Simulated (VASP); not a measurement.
Crystal: SnGeTe3.

```
Sn Ge Te
1.0
     6.48537    0.00000    0.00000
    -3.24268    5.61649    0.00000
     0.00000    0.00000    5.52591
Sn Ge Te
1 1 3
Direct
  0.00000 0.00000 0.00000
  0.00000 0.00000 0.50000
  0.50000 0.00000 0.00000
  0.00000 0.50000 0.00000
  0.50000 0.50000 0.00000
```

The cell was generated, and may not be a known phase.

```yaml
Program: VASP 6.6.1
Task: relaxation of cell and atoms
Functional: PBE
Potentials_or_basis: VASP PAW PBE potentials, release 64 (Sn_d, Ge_d, Te)
Cutoff: 600 eV
k_mesh: 6 × 6 × 8
Occupations: gaussian, width 0.1 eV
Spin: no spin polarisation
```

At the start: pressure -0.8 GPa; volume 40.26 Å³/atom.

Task: Where does the relaxation end?

Result: Over 5 steps the energy falls by 2.8 meV/atom and the volume is 39.16 Å³/atom (-2.7 %); space group P6/mmm (No. 191, to 0.1 Å) before and after.

The path:
```csv
step,energy change (eV),largest force (eV/Å),pressure (GPa),volume (Å³)
1,0.0000,0.0000,-0.79,201.28
2,-0.0124,0.0000,0.14,195.53
3,-0.0128,0.0000,-0.03,196.47
4,-0.0138,0.0000,-0.02,195.97
5,-0.0138,0.0000,-0.03,195.82
```

Final structure:
```
CELL_PARAMETERS angstrom
6.43126 0.00000 0.00000
-3.21563 5.56963 0.00000
0.00000 0.00000 5.46682
ATOMIC_POSITIONS crystal
Sn 0.00000 0.00000 0.00000
Ge 0.00000 0.00000 0.50000
Te 0.50000 0.00000 0.00000
Te 0.00000 0.50000 0.00000
Te 0.50000 0.50000 0.00000
```
